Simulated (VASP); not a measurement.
A run of VASP 6.6.1:

Contents of INCAR:

```
ALGO = Normal
EDIFF = 1E-6
ENCUT = 600
GGA = PE
GGA_COMPAT = F
ISIF = 2
ISMEAR = 0
LASPH = T
LCHARG = F
LREAL = F
LWAVE = F
NBANDS = 11
NELM = 120
PREC = Accurate
SIGMA = 0.1
```

File KPOINTS:

```
k-points
0
Gamma
  4 4 4
```

Contents of POSCAR:

```
BeTe
1.0
    0.0000000000      2.8314587876      2.8314587876
    2.8314587876      0.0000000000      2.8314587876
    2.8314587876      2.8314587876      0.0000000000
Be Te
1 1
Direct
    0.0000000000      0.0000000000      0.0000000000
    0.7500000000      0.7500000000      0.7500000000
```

Potentials or basis: VASP PAW PBE potentials, release 64 (Be, Te).

The run is started by

```bash
$ cat potpaw_PBE.64/Be/POTCAR potpaw_PBE.64/Te/POTCAR > POTCAR
$ mpirun -np 1 vasp_std > vasp.out
```

Hardware: 1 thread of Intel(R) Xeon(R) Platinum 8375C CPU @ 2.90GHz (Ice Lake), on a shared host.

Question: Estimate the wall time of this run.

Answer: Wall time 5 s on 1 thread of Intel(R) Xeon(R) Platinum 8375C CPU @ 2.90GHz (Ice Lake), on a shared host, peak memory 0.17 GiB. Counts: scf iterations 13, k points 8.
